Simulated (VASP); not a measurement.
As: single point with PBE

The system is As.

```
As
1.0
     3.65000    0.00000    0.00000
     0.00000    0.00000   -4.47000
    -1.82500    5.50000    0.00000
As
4
Direct
  0.89000 0.94000 0.78000
  0.39000 0.56000 0.78000
  0.11000 0.06000 0.22000
  0.61000 0.44000 0.22000
```

```
Program             : VASP 6.6.1
Task                : single point
Functional          : PBE
Potentials or basis : VASP PAW PBE potentials, release 64 (As)
Cutoff              : 520 eV
k mesh              : 10 × 8 × 10
Occupations         : gaussian, width 0.05 eV
Spin                : no spin polarisation
```

| Quantity | Value |
| --- | --- |
| Pressure | 3.3 GPa |
| Largest force | 0.165 eV/Å |
| Band gap on the k mesh | zero (bands 10 and 11 overlap by 0.01 eV) |

Forces in eV/Å, atoms in the order of the input:
```
As   0.000 -0.165  0.009
As   0.000 -0.165 -0.009
As   0.000  0.165 -0.009
As   0.000  0.165  0.009
```

Stress tensor (GPa, compression positive):
```
4.15 0.00 0.00
0.00 3.23 0.00
0.00 0.00 2.54
```

Levels at points of the mesh, in eV from the Fermi level:
| k point | band 8 | band 9 | band 10 | band 11 | band 12 | band 13 |
| --- | --- | --- | --- | --- | --- | --- |
| (0.00, 0.00, 0.00) | -2.26 | -1.89 | -1.07 | 1.95 | 2.02 | 2.50 |
| (0.50, 0.00, 0.00) | -2.53 | -2.37 | -2.37 | 0.84 | 0.84 | 1.03 |
| (0.00, 0.50, 0.00) | -2.00 | -0.62 | -0.62 | 1.02 | 1.02 | 2.06 |
| (0.50, 0.50, 0.00) | -4.66 | -1.84 | -1.84 | 1.98 | 1.98 | 4.60 |
| (0.00, 0.00, 0.50) | -1.69 | -1.28 | -0.35 | 0.11 | 1.95 | 2.38 |
| (0.00, 0.50, 0.50) | -1.91 | -1.11 | -1.11 | 1.47 | 1.47 | 1.77 |

It took 5.3 min on 1 thread of Intel Xeon 8259CL, on a shared host, peak memory 0.34 GiB.

Caveat: the cell stands under pressure; this functional lacks dispersion, which binds the layers, so the pressure and a relaxed spacing across them are unreliable.
